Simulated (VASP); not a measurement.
# Mg3BiSb (Pm-3m) in VASP: notebook, part 2 of 2

VASP 6.6.1.

### Step 3. Relaxation of cell and atoms, PBE

This run uses another cell than the first one, of 27.03 Å³/atom.

Input file INCAR:

```
SYSTEM = Mg3BiSb
PREC = Accurate
ENCUT = 600
EDIFF = 1E-7
ISMEAR = 0
SIGMA = 0.1
LREAL = .False.
LASPH = .True.
NELM = 60
ALGO = Normal
ISIF = 3
LWAVE = .False.
LCHARG = .False.
GGA = PE
IBRION = 2
NSW = 90
EDIFFG = -0.04
```

Input file KPOINTS:

```
Automatic mesh
0
Gamma
  4 4 4
  0 0 0
```

Input file POSCAR:

```
Mg3BiSb
1.0
    5.1318935807      0.0000000000      0.0000000000
    0.0000000000      5.1318935807      0.0000000000
    0.0000000000      0.0000000000      5.1318935807
Mg Sb Bi
3 1 1
Direct
    0.0000000000      0.5000000000      0.5000000000
    0.5000000000      0.0000000000      0.5000000000
    0.5000000000      0.5000000000      0.0000000000
    0.5000000000      0.5000000000      0.5000000000
    0.0000000000      0.0000000000      0.0000000000
```

Potentials or basis: VASP PAW PBE potentials, release 64 (Mg, Sb, Bi_d).

Launch:

```sh
cat potpaw_PBE.64/Mg/POTCAR potpaw_PBE.64/Sb/POTCAR potpaw_PBE.64/Bi_d/POTCAR > POTCAR
mpirun -np 1 vasp_std > vasp.out
```

It took 86 s on 1 thread of Intel Xeon Platinum 8259CL at 2.50GHz (Skylake/Cascade Lake), shared host; peak memory 0.28 GiB.

Results (log left out):

| Quantity | Value |
| --- | --- |
| Free energy | -11.9593 eV |
| Relaxed volume | 30.54 Å³/atom |
| Relaxed cell | a = 5.345 Å, b = 5.345 Å, c = 5.345 Å, α = 90.00°, β = 90.00°, γ = 90.00° |
| Space group after relaxing (to 0.1 Å) | Pm-3m (No. 221) |
| Energy gained by relaxing | 49.3 meV/atom |
| Ionic steps | 2 |
| Pressure after relaxing | 0.0 GPa |
| Band gap on the k mesh | zero (bands 13 and 14 overlap by 0.04 eV) |

The path:
| step | energy change (eV) | largest force (eV/Å) | pressure (GPa) | volume (Å³) |
| --- | --- | --- | --- | --- |
| 1 | 0.0000 | 0.0000 | 5.11 | 135.16 |
| 2 | -0.2463 | 0.0000 | -0.03 | 152.71 |

Final structure:
```cif
data_structure
_symmetry_space_group_name_H-M 'P 1'
_symmetry_Int_Tables_number 1
_cell_length_a 5.3452
_cell_length_b 5.3452
_cell_length_c 5.3452
_cell_angle_alpha 90.000
_cell_angle_beta 90.000
_cell_angle_gamma 90.000
_cell_volume 152.71
loop_
_atom_site_label
_atom_site_type_symbol
_atom_site_fract_x
_atom_site_fract_y
_atom_site_fract_z
_atom_site_occupancy
Mg1 Mg 0.00000 0.50000 0.50000 1
Mg2 Mg 0.50000 0.00000 0.50000 1
Mg3 Mg 0.50000 0.50000 0.00000 1
Sb1 Sb 0.50000 0.50000 0.50000 1
Bi1 Bi 0.00000 0.00000 0.00000 1
```

Levels at points of the mesh, in eV from the Fermi level:
```csv
k point,band 10,band 11,band 12,band 13,band 14,band 15,band 16,band 17
"(0.00, 0.00, 0.00)",-3.29,-0.25,-0.25,-0.15,0.27,0.27,0.27,4.19
"(0.50, 0.00, 0.00)",-2.95,-2.26,-0.55,-0.55,0.38,1.97,3.16,3.49
"(0.50, 0.50, 0.00)",-2.78,-0.29,-0.29,0.03,0.12,0.47,1.95,1.95
"(0.50, 0.50, 0.50)",-4.18,-2.08,-2.08,-2.08,4.05,4.05,4.05,4.65
```

Caveat: spin-orbit coupling is left out, which moves the levels of the heavy elements.

### Step 4. Single point, PBE

Input file INCAR:

```
  PREC = Accurate
  ENCUT = 520
  EDIFF = 1E-7
  ISMEAR = 0
  SIGMA = 0.1
  LREAL = F
  LASPH = T
  NELM = 80
  ALGO = Normal
  ISIF = 2
  LWAVE = F
  LCHARG = F
  GGA = PE
  NBANDS = 21
```

Input file KPOINTS:

```
Automatic mesh
0
Gamma
  8 8 8
```

POSCAR: that of step 3 with these lines changed.

```diff
@@ -2,5 +2,5 @@
 1.0
-    5.1318935807      0.0000000000      0.0000000000
-    0.0000000000      5.1318935807      0.0000000000
-    0.0000000000      0.0000000000      5.1318935807
+    5.3361547547      0.0000000000      0.0000000000
+    0.0000000000      5.3361547547      0.0000000000
+    0.0000000000      0.0000000000      5.3361547547
 Mg Sb Bi
```

Launch:

```sh
cat potpaw_PBE.64/Mg/POTCAR potpaw_PBE.64/Sb/POTCAR potpaw_PBE.64/Bi_d/POTCAR > POTCAR
mpirun -np 1 vasp_std > vasp.out
```

Run time: 1.8 min. Hardware: 1 thread of Intel Xeon Platinum 8259CL at 2.50GHz (Skylake/Cascade Lake), shared host; peak memory 0.32 GiB.

Results (log left out):

* Free energy: -11.9821 eV
* Pressure: 0.0 GPa
* Band gap on the k mesh: zero (bands 13 and 14 overlap by 0.17 eV)

Levels at points of the mesh, in eV from the Fermi level:
```tsv
k point	band 10	band 11	band 12	band 13	band 14	band 15	band 16	band 17
(0.00, 0.00, 0.00)	-3.41	-0.35	-0.35	-0.23	0.18	0.18	0.18	4.09
(0.50, 0.00, 0.00)	-3.06	-2.36	-0.65	-0.65	0.29	1.87	3.08	3.42
(0.50, 0.50, 0.00)	-2.89	-0.39	-0.39	-0.06	0.03	0.36	1.85	1.85
(0.50, 0.50, 0.50)	-4.30	-2.19	-2.19	-2.19	3.97	3.97	3.97	4.57
```

Caveat: spin-orbit coupling is left out, which moves the levels of the heavy elements.

### Step 5. Relaxation of cell and atoms, PBE

Input file INCAR:

```
SYSTEM = Mg3BiSb
PREC = Accurate
ENCUT = 600
EDIFF = 1E-7
ISMEAR = 0
SIGMA = 0.1
LREAL = .False.
LASPH = .True.
NELM = 60
ALGO = Fast
ISIF = 3
LWAVE = .False.
LCHARG = .False.
GGA = PE
IBRION = 2
NSW = 100
EDIFFG = -0.01
```

Input file KPOINTS:

```
regular mesh
0
Gamma
  8 8 8
  0 0 0
```

POSCAR is that of step 4.

Potentials or basis: VASP PAW PBE potentials, release 64 (Mg, Sb, Bi_d).

Launch:

```sh
cat potpaw_PBE.64/Mg/POTCAR potpaw_PBE.64/Sb/POTCAR potpaw_PBE.64/Bi_d/POTCAR > POTCAR
mpirun -np 1 vasp_std > vasp.out
```

OUTCAR:

```text
SYSTEM = Mg3BiSb
   PREC = Accurate
   ENCUT = 600
   EDIFF = 1E-7
   ISMEAR = 0
   LREAL = .False.
   LASPH = .True.
   NELM = 60
   ISIF = 3
   GGA = PE
   IBRION = 2
   NSW = 100
   EDIFFG = -0.01

 ion  position               nearest neighbor table
   1  0.000  0.500  0.500-   4 2.67   4 2.67   5 3.77   5 3.77   5 3.77   5 3.77
   2  0.500  0.000  0.500-   4 2.67   4 2.67   5 3.77   5 3.77   5 3.77   5 3.77
   3  0.500  0.500  0.000-   4 2.67   4 2.67   5 3.77   5 3.77   5 3.77   5 3.77
[... 690 lines left out ...]
  -------------------------------------------------------------------------------------
  Total        0.0459958      0.0459958      0.0459958     -0.0000000      0.0000000     -0.0000000
  in kB        0.4850015      0.4850015      0.4850015     -0.0000000      0.0000000     -0.0000000
  external PRESSURE =       0.4850015 kB  Pullay stress =       0.0000000 kB

 VOLUME and BASIS-vectors are now :
 -----------------------------------------------------------------------------
  energy-cutoff  :      600.00
  volume of cell :      151.94
      direct lattice vectors                 reciprocal lattice vectors
     5.336154755  0.000000000  0.000000000     0.187400862  0.000000000  0.000000000
     0.000000000  5.336154755  0.000000000     0.000000000  0.187400862  0.000000000
     0.000000000  0.000000000  5.336154755     0.000000000  0.000000000  0.187400862

 POSITION                                       TOTAL-FORCE (eV/Angst)
 -----------------------------------------------------------------------------------
      0.00000      2.66808      2.66808         0.000000      0.000000      0.000000
      2.66808      0.00000      2.66808         0.000000      0.000000      0.000000
      2.66808      2.66808      0.00000         0.000000      0.000000      0.000000
      2.66808      2.66808      2.66808         0.000000      0.000000      0.000000
      0.00000      0.00000      0.00000         0.000000      0.000000      0.000000
 -----------------------------------------------------------------------------------
    total drift:                                0.000000     -0.000000      0.000000

  FREE ENERGIE OF THE ION-ELECTRON SYSTEM (eV)
  ---------------------------------------------------
  free  energy   TOTEN  =       -11.9823964485 eV

  energy  without entropy=      -11.9760343415  energy(sigma->0) =      -11.97921540

 reached required accuracy - stopping structural energy minimisation
```

OSZICAR:

```text
N       E                     dE             d eps       ncg     rms          rms(c)
DAV:   1     0.167394966179E+03    0.16739E+03   -0.11658E+04  1190   0.142E+03
[... 13 lines left out ...]
RMM:  15    -0.119824057632E+02   -0.94038E-05   -0.49455E-05  1236   0.345E-02    0.716E-02
RMM:  16    -0.119824196004E+02   -0.13837E-04   -0.21701E-05  1250   0.255E-02    0.109E-01
RMM:  17    -0.119824091382E+02    0.10462E-04   -0.58187E-06  1262   0.218E-02    0.833E-02
RMM:  18    -0.119824030884E+02    0.60498E-05   -0.50568E-06  1199   0.144E-02    0.641E-02
RMM:  19    -0.119823992948E+02    0.37936E-05   -0.43831E-06  1238   0.132E-02    0.382E-02
RMM:  20    -0.119823964247E+02    0.28701E-05   -0.11791E-05  1448   0.186E-02    0.620E-04
RMM:  21    -0.119823964485E+02   -0.23790E-07   -0.72042E-07  1191   0.589E-03
   1 F= -.11982396E+02 E0= -.11979215E+02  d E =-.119824E+02
```

Run time: 3.3 min. Hardware: 1 thread of Intel Xeon Platinum 8259CL at 2.50GHz (Skylake/Cascade Lake), shared host; peak memory 0.42 GiB.

What came out:

- Free energy: -11.9824 eV
- Pressure after relaxing: 0.0 GPa
- Band gap on the k mesh: zero (bands 13 and 14 overlap by 0.17 eV)

Final structure:
```
CELL_PARAMETERS angstrom
5.33615 0.00000 0.00000
0.00000 5.33615 0.00000
0.00000 0.00000 5.33615
ATOMIC_POSITIONS crystal
Mg 0.00000 0.50000 0.50000
Mg 0.50000 0.00000 0.50000
Mg 0.50000 0.50000 0.00000
Sb 0.50000 0.50000 0.50000
Bi 0.00000 0.00000 0.00000
```

Caveat: the relaxation stopped at its first step, so nothing moved; spin-orbit coupling is left out, which moves the levels of the heavy elements.

### Step 6. The runs side by side

| task | cell | k mesh | cutoff (eV) | gap on the mesh (eV) | pressure (GPa) |
| --- | --- | --- | --- | --- | --- |
| single point | a = 5.336 Å, 5 atoms | 4 × 4 × 4 | 520 | none | 0.1 |
| relaxation of cell and atoms | relaxed from a = 5.132 Å, 5 atoms | 4 × 4 × 4 | 600 | none | 0.0 |
| single point | a = 5.336 Å, 5 atoms | 8 × 8 × 8 | 520 | none | 0.0 |
| relaxation of cell and atoms | relaxed from a = 5.336 Å, 5 atoms | 8 × 8 × 8 | 600 | none | 0.0 |

Alike in all rows: level PBE; potentials or basis VASP PAW PBE potentials, release 64 (Mg, Sb, Bi_d); no spin polarisation; smearing gaussian 0.1 eV.

Caveats: spin-orbit coupling is left out, which moves the levels of the heavy elements; the relaxation stopped at its first step, so nothing moved (at least some runs).

Absolute energies hang on the potentials; compare differences alone.
